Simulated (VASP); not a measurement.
A run of VASP 6.6.1 is set up as follows.

File INCAR:

```
SYSTEM = BaH
PREC = Accurate
ENCUT = 520
EDIFF = 1E-6
ISMEAR = 0
SIGMA = 0.1
LREAL = .False.
LASPH = .True.
NELM = 80
ALGO = Normal
ISIF = 2
LWAVE = .False.
LCHARG = .False.
GGA = PE
NBANDS = 19
```

Contents of KPOINTS:

```
regular mesh
0
Gamma
  14 14 14
  0 0 0
```

The input POSCAR:

```
BaH
1.0
   -1.9755928059      3.5987194810      3.6627030735
    1.9755928059     -3.5987194810      3.6627030735
    1.9755928059      3.5987194810     -3.6627030735
Ba H
2 2
Direct
    0.0000000000      0.5000000000      0.5000000000
    0.5000000000      0.5000000000      0.0000000000
    0.3690344566      0.1190344566      0.2500000000
    0.6309655434      0.8809655434      0.7500000000
```

Potentials or basis: VASP PAW PBE potentials, release 64 (Ba_sv, H).

Command:

```bash
$ cat potpaw_PBE.64/Ba_sv/POTCAR potpaw_PBE.64/H/POTCAR > POTCAR
$ mpirun -np 1 vasp_std > vasp.out
```

**Question.** Estimate the band gap on the k mesh.

**Answer.** Zero (bands 11 and 12 overlap by 0.64 eV).

**Question.** Predict the pressure.

**Answer.** 0.4 GPa.

**Question.** What does it give for the largest force?

**Answer.** 0.010 eV/Å.

Forces in eV/Å, atoms in the order of the input:
```
Ba   0.000  0.000  0.000
Ba   0.000  0.000  0.000
H    0.000  0.000  0.010
H    0.000  0.000 -0.010
```

Caveat: spin-orbit coupling is left out, which moves the levels of the heavy elements.
